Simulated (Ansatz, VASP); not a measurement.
# CsI in VASP and in Ansatz

INCAR

```
SYSTEM = CsI
ALGO = Normal ; EDIFF = 1E-6
ENCUT = 500 ; GGA = PE
GGA_COMPAT = .FALSE. ; ISIF = 2
ISMEAR = 0 ; LASPH = .TRUE.
LCHARG = .FALSE. ; LREAL = .FALSE.
LWAVE = .FALSE. ; NBANDS = 15
NELM = 120 ; PREC = Accurate
SIGMA = 0.05
```

File KPOINTS:

```
k-points
0
G
  8 8 8
  0 0 0
```

POSCAR

```
CsI
1.0
    4.8160691862      0.0000000000      0.0000000000
    0.0000000000      4.8160691862      0.0000000000
    0.0000000000      0.0000000000      4.8160691862
Cs I
1 1
Direct
    0.0000000000      0.0000000000      0.0000000000
    0.5000000000      0.5000000000      0.5000000000
```

Input for Ansatz:

```yaml
crystal:
  lattice:
    - [4.8160691862, 0.0, 0.0]
    - [0.0, 4.8160691862, 0.0]
    - [0.0, 0.0, 4.8160691862]
  atoms:
    - { symbol: Cs, position: [0.0, 0.0, 0.0] }
    - { symbol: I, position: [0.5, 0.5, 0.5] }
basis:
  ecutwfc: 420
  ecutrho_ratio: 4
kpoints:
  mp_grid: { grid: [8, 8, 8] }
hamiltonian:
  xc: pbe
scf:
  occupations: { method: gaussian, width: 0.05 }
output:
  forces: true
  stress: true
  eigenvalues: true
```

Alike in both runs: task single point; functional PBE; k mesh 8 × 8 × 8; occupations gaussian, width 0.05 eV; no spin polarisation.

|  | VASP | Ansatz |
| --- | --- | --- |
| version | VASP 6.6.1 | Ansatz 0.2.0 |
| potentials or method | VASP PAW PBE potentials, release 64 (Cs_sv, I), cutoff 500 eV | scalar-relativistic, plane waves, PAW |
| valence electrons in the cell | 16 | 26 |

```csv
,VASP,Ansatz,Ansatz less VASP
gap on the k mesh at the Fermi level (eV),3.42,3.43,+0.009
least direct gap on the mesh (eV),3.52,3.53,+0.007
pressure (GPa),-0.7,-0.7,-0.01
```

The functional is the same, so the differences come from potentials, cutoffs and numerics. VASP's potentials hold 16 valence electrons a cell and Ansatz's 26, so a difference there can come from the potentials and not from the codes.

Spin-orbit coupling is off throughout.
